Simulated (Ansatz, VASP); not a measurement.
**KF in VASP and in Ansatz**

INCAR

```
SYSTEM = KF
ALGO = Normal ; EDIFF = 1E-6
ENCUT = 520 ; GGA = PS
ISIF = 2 ; ISMEAR = 0
LASPH = .TRUE. ; LCHARG = .FALSE.
LREAL = .FALSE. ; LWAVE = .FALSE.
NBANDS = 15 ; NELM = 80
PREC = Accurate ; SIGMA = 0.01
```

Contents of KPOINTS:

```
k-points
0
G
  8 8 8
  0 0 0
```

POSCAR

```
KF
1.0
    0.0000000000      2.6541862235      2.6674571546
    2.6541862235      0.0000000000      2.6674571546
    2.6541862235      2.6541862235      0.0000000000
K F
1 1
Direct
    0.0000000000      0.0000000000      0.0000000000
    0.5000000000      0.5000000000      0.5000000000
```

Input for Ansatz:

```yaml
crystal:
  lattice:
    - [0.0, 2.65418622351, 2.66745715463]
    - [2.65418622351, 0.0, 2.66745715463]
    - [2.65418622351, 2.65418622351, 0.0]
  atoms:
    - { symbol: K, position: [0.0, 0.0, 0.0] }
    - { symbol: F, position: [0.5, 0.5, 0.5] }
kpoints:
  mp_grid: { grid: [8, 8, 8] }
scf:
  occupations: { method: fixed }
  convergence: { dr2_threshold: 1.0e-10 }
hamiltonian:
  xc: pbesol
  pseudopotentials: { kind: all_electron, lapw: { basis_error: 0.0005 } }
output:
  forces: true
  stress: true
  eigenstates:
    kpoints:
      - [0.0, 0.0, 0.0]
      - [0.0, -0.5, -0.5]
      - [-0.5, 0.0, -0.5]
      - [-0.5, -0.5, 0.0]
      - [-0.5, 0.0, 0.0]
      - [0.0, -0.5, 0.0]
      - [0.0, 0.0, -0.5]
      - [-0.5, -0.5, -0.5]
  eigenvalues: true
```

Change from the starting cell: z stretched by +0.5 %, x and y held.

Alike in both runs: task single point; functional PBEsol; k mesh 8 × 8 × 8; no spin polarisation.

|  | VASP | Ansatz |
| --- | --- | --- |
| version | VASP 6.6.1 | Ansatz 0.2.0 |
| potentials or method | VASP PAW PBE potentials, release 64 (K_sv, F), cutoff 520 eV | all-electron LAPW, scalar-relativistic |
| occupations | gaussian, width 0.01 eV | fixed |

VASP gave:

| Quantity | Value |
| --- | --- |
| gap on the k mesh at the Fermi level (eV) | 6.10 |
| pressure (GPa) | -0.1 |
| traceless stress, the component that is largest in VASP (GPa) | -0.18 |

Question: What did Ansatz give for the same quantities?

Answer: gap on the k mesh at the Fermi level (eV): 6.11; pressure (GPa): -0.2; traceless stress, the component that is largest in VASP (GPa): -0.17.

VASP's potentials were made for PBE, not for PBEsol. Ansatz ran all-electron here, and VASP with PAW potentials.
